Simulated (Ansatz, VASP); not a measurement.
**Two plane-wave programs on BeSi**

```xyz
4
Lattice="-2.0374 2.0374 3.5959 2.0374 -2.0374 3.5959 2.0374 2.0374 -3.5959" Properties=species:S:1:pos:R:3 pbc="T T T"
Be    0.0000    0.0000    1.0376
Be    0.0000    0.0000    6.1541
Si    0.0000    0.0000    3.5959
Si    0.0000    2.0374    1.7979
```

Alike in both runs: functional PBE; k mesh 6 × 6 × 6; occupations gaussian, width 0.1 eV; no spin polarisation.

Ansatz relaxed the structure, and its values are those at the end. VASP's run is a single point on that final structure, the one shown.

|  | VASP | Ansatz |
| --- | --- | --- |
| version | VASP 6.6.1 | Ansatz 0.2.0 |
| potentials or method | VASP PAW PBE potentials, release 64 (Be, Si), cutoff 520 eV | scalar-relativistic, plane waves, PAW |
| valence electrons in the cell | 12 | 12 |

```tsv
	VASP	Ansatz	Ansatz less VASP
gap on the k mesh at the Fermi level (eV)	none	none	-
pressure (GPa)	0.0	0.0	-0.01
rms of the force components (eV/Å)	0.004	0.005	+0.0008
```

A gap of «none» marks a metal or a gap that the smearing closes. With one functional, cell and mesh, what is left measures potentials, basis and numerics.

The k mesh is coarse, so the values compare programs but aren't converged.
